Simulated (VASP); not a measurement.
# GaCo in VASP: a series of runs, part 2 of 2

VASP 6.6.1.

**3. Single point, PBE, collinear spin, ferromagnetic start (strain -0.080 along x and y, -0.080 along z)**

The input, INCAR:

```
SYSTEM = GaCo
PREC = Accurate
ENCUT = 520
EDIFF = 1E-7
ISMEAR = 0
SIGMA = 0.15
LREAL = .False.
LASPH = .True.
NELM = 150
ALGO = Normal
ISIF = 2
LWAVE = .False.
LCHARG = .False.
ISPIN = 2
MAGMOM = 0 0.32
LORBIT = 11
LMAXMIX = 4
GGA = PE
NBANDS = 22
```

The input, KPOINTS:

```
regular mesh
0
Gamma
  16 16 16
  0 0 0
```

The input, POSCAR:

```
GaCo
1.0
    2.6524520000      0.0000000000      0.0000000000
    0.0000000000      2.6524520000      0.0000000000
    0.0000000000      0.0000000000      2.6524520000
Ga Co
1 1
Direct
    0.5000000000      0.5000000000      0.5000000000
    0.0000000000      0.0000000000      0.0000000000
```

Potentials or basis: VASP PAW PBE potentials, release 64 (Ga_d, Co).

Command:

```sh
cat potpaw_PBE.64/Ga_d/POTCAR potpaw_PBE.64/Co/POTCAR > POTCAR
mpirun -np 1 vasp_std > vasp.out
```

OUTCAR:

```text
SYSTEM = GaCo
   PREC = Accurate
   ENCUT = 520
   EDIFF = 1E-7
   ISMEAR = 0
   LREAL = .False.
   LASPH = .True.
   NELM = 150
   ISIF = 2
   ISPIN = 2
   LORBIT = 11
   GGA = PE

 ion  position               nearest neighbor table
   1  0.500  0.500  0.500-   2 2.30   2 2.30   2 2.30   2 2.30   2 2.30   2 2.30   2 2.30   2 2.30

   2  0.000  0.000  0.000-   1 2.30   1 2.30   1 2.30   1 2.30   1 2.30   1 2.30   1 2.30   1 2.30

  LATTYP: Found a simple cubic cell.
 ALAT       =     2.6524520000

  Lattice vectors:

 A1 = (   2.6524520000,   0.0000000000,   0.0000000000)
 A2 = (   0.0000000000,   2.6524520000,   0.0000000000)
 A3 = (   0.0000000000,   0.0000000000,   2.6524520000)

Analysis of symmetry for initial positions (statically):
=====================================================================
 Subroutine PRICEL returns:
 Original cell was already a primitive cell.

 Routine SETGRP: Setting up the symmetry group for a
 simple cubic supercell.

 Subroutine GETGRP returns: Found 48 space group operations
 (whereof 48 operations were pure point group operations)
 out of a pool of 48 trial point group operations.

The static configuration has the point symmetry O_h .

Analysis of symmetry for dynamics (positions and initial velocities):
=====================================================================
 Subroutine PRICEL returns:
 Original cell was already a primitive cell.

 Routine SETGRP: Setting up the symmetry group for a
 simple cubic supercell.

 Subroutine GETGRP returns: Found 48 space group operations
 (whereof 48 operations were pure point group operations)
 out of a pool of 48 trial point group operations.

The dynamic configuration has the point symmetry O_h .

Analysis of structural, dynamic, and magnetic symmetry:
=====================================================================
 Subroutine PRICEL returns:
 Original cell was already a primitive cell.

[... 152 lines left out ...]
  ext. energy  EPLUGINS =         0.00000000
  ---------------------------------------------------
  free energy    TOTEN  =        -9.44799258 eV

  energy without entropy =       -9.43830195  energy(sigma->0) =       -9.44314727

 E-fermi :  13.5988     XC(G=0): -14.6789

 val. band max:       13.5888362520   @ k =   0.5000   0.3750   0.1250
 cond. band min:      13.6026781619   @ k =   0.5000   0.3125   0.0625
 fundamental gap:      0.0138419099
 Fermi energy:        13.5987878895

 spin component 1

 k-point     1 :       0.0000    0.0000    0.0000
  band No.  band energies     occupation
      1      -2.3477      1.00000
      2      -2.3477      1.00000
      3      -1.6710      1.00000
      4      -1.6710      1.00000
      5      -1.6710      1.00000
      6      -0.7701      1.00000
[... 589 lines left out ...]
     21      42.2103      0.00000
     22      44.0440      0.00000

 [... further k-points ...]

 spin component 2

 k-point     1 :       0.0000    0.0000    0.0000
  band No.  band energies     occupation
      1      -2.3477      1.00000
      2      -2.3477      1.00000
      3      -1.6710      1.00000
      4      -1.6710      1.00000
      5      -1.6710      1.00000
      6      -0.7701      1.00000
[... 589 lines left out ...]
     21      42.2103      0.00000
     22      44.0440      0.00000

 [... further k-points ...]

------------------------ aborting loop because EDIFF is reached ----------------------------------------

  FORCE on cell =-STRESS in cart. coord.  units (eV):
  Direction    XX          YY          ZZ          XY          YZ          ZX
  --------------------------------------------------------------------------------------
  -------------------------------------------------------------------------------------
  Total        9.2582734      9.2582734      9.2582734      0.0000000     -0.0000000      0.0000000
  in kB      794.8734342    794.8734342    794.8734342      0.0000000     -0.0000000      0.0000000
  external PRESSURE =     794.8734342 kB  Pullay stress =       0.0000000 kB

 VOLUME and BASIS-vectors are now :
 -----------------------------------------------------------------------------
  energy-cutoff  :      520.00
  volume of cell :       18.66
      direct lattice vectors                 reciprocal lattice vectors
     2.652452000  0.000000000  0.000000000     0.377009650  0.000000000  0.000000000
     0.000000000  2.652452000  0.000000000     0.000000000  0.377009650  0.000000000
     0.000000000  0.000000000  2.652452000     0.000000000  0.000000000  0.377009650

 POSITION                                       TOTAL-FORCE (eV/Angst)
 -----------------------------------------------------------------------------------
      1.32623      1.32623      1.32623         0.000000      0.000000      0.000000
      0.00000      0.00000      0.00000         0.000000      0.000000      0.000000
 -----------------------------------------------------------------------------------
    total drift:                               -0.000000      0.000000     -0.000000

  FREE ENERGIE OF THE ION-ELECTRON SYSTEM (eV)
  ---------------------------------------------------
  free  energy   TOTEN  =        -9.4479925801 eV

  energy  without entropy=       -9.4383019501  energy(sigma->0) =       -9.44314727

 total charge

# of ion       s       p       d       tot
------------------------------------------
    1        0.905   1.184  10.181  12.270
    2        0.488   0.692   7.758   8.938
--------------------------------------------------
tot          1.393   1.876  17.939  21.208

 magnetization (x)

# of ion       s       p       d       tot
------------------------------------------
    1       -0.000  -0.000  -0.000  -0.000
    2       -0.000  -0.000   0.000   0.000
--------------------------------------------------
tot         -0.000  -0.000   0.000   0.000
```

Run time: 58 s. Hardware: 1 thread of Intel Xeon Platinum 8559C (Emerald Rapids), shared host; peak memory 0.21 GiB.

Results:

```
Free energy                                           : -9.4480 eV
Pressure                                              : 79.5 GPa
Band gap on the k mesh                                : zero (filled and empty bands overlap)
Net moment                                            : 0.00 μB per cell
Valence electrons inside the program's atomic spheres : Ga 12.27; Co 8.94
```

Levels at points of the mesh, in eV from the Fermi level:
Spin up:
```
           k point  band 9  band 10  band 11  band 12  band 13  band 14
(0.00, 0.00, 0.00)   -1.06    -1.06    -1.06     6.11     6.11     6.11
(0.50, 0.00, 0.00)   -2.54    -2.54    -1.09     0.17    12.79    13.18
(0.50, 0.50, 0.00)   -3.34    -1.73    -1.73    -0.37     3.61     4.38
(0.50, 0.50, 0.50)   -0.32    -0.32     2.35     4.39     4.39     4.39
```
Spin down:
| k point | band 9 | band 10 | band 11 | band 12 | band 13 | band 14 |
| --- | --- | --- | --- | --- | --- | --- |
| (0.00, 0.00, 0.00) | -1.06 | -1.06 | -1.06 | 6.11 | 6.11 | 6.11 |
| (0.50, 0.00, 0.00) | -2.54 | -2.54 | -1.09 | 0.17 | 12.79 | 13.18 |
| (0.50, 0.50, 0.00) | -3.34 | -1.73 | -1.73 | -0.37 | 3.61 | 4.38 |
| (0.50, 0.50, 0.50) | -0.32 | -0.32 | 2.35 | 4.39 | 4.39 | 4.39 |

Caveat: the cell differs from its parent crystal (strain -0.080 along x and y, -0.080 along z).
